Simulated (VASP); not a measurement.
A run of VASP 6.6.1:

File INCAR:

```
SYSTEM = Nd4O
PREC = Accurate ; ENCUT = 600
EDIFF = 1E-6 ; ISMEAR = 0
SIGMA = 0.1 ; LREAL = .FALSE.
LASPH = .TRUE. ; NELM = 200
ALGO = Normal ; ISIF = 2
LWAVE = .FALSE. ; LCHARG = .FALSE.
GGA = PE ; NBANDS = 33
GGA_COMPAT = .FALSE. ; LMAXMIX = 6
```

File KPOINTS:

```
regular mesh
0
G
  4 4 6
  0 0 0
```

Contents of POSCAR:

```
Nd4O
1.0
    5.2854170480     -3.6810482261      0.0000000000
    5.2854170480      3.6810482261      0.0000000000
    0.0000000000      0.0000000000      3.6900409046
Nd O
4 1
Direct
    0.7677024570      0.2322975430      0.5000000000
    0.2322975430      0.7677024570      0.5000000000
    0.2369906019      0.2369906019      0.0000000000
    0.7630093981      0.7630093981      0.0000000000
    0.0000000000      0.0000000000      0.0000000000
```

Potentials or basis: VASP PAW PBE potentials, release 64 (Nd_3, O), 4f in core.

Command:

```sh
$ cat potpaw_PBE.64/Nd_3/POTCAR potpaw_PBE.64/O/POTCAR > POTCAR
$ mpirun -np 1 vasp_std > vasp.out
```

Hardware: 1 thread of Intel(R) Xeon(R) Platinum 8375C CPU @ 2.90GHz (Ice Lake), on a shared host.

How long does it take, and how much memory?

Run time: 2.4 min on 1 thread of Intel(R) Xeon(R) Platinum 8375C CPU @ 2.90GHz (Ice Lake) (shared host), peak memory 0.35 GiB. Counts: scf iterations 14, k points 28.
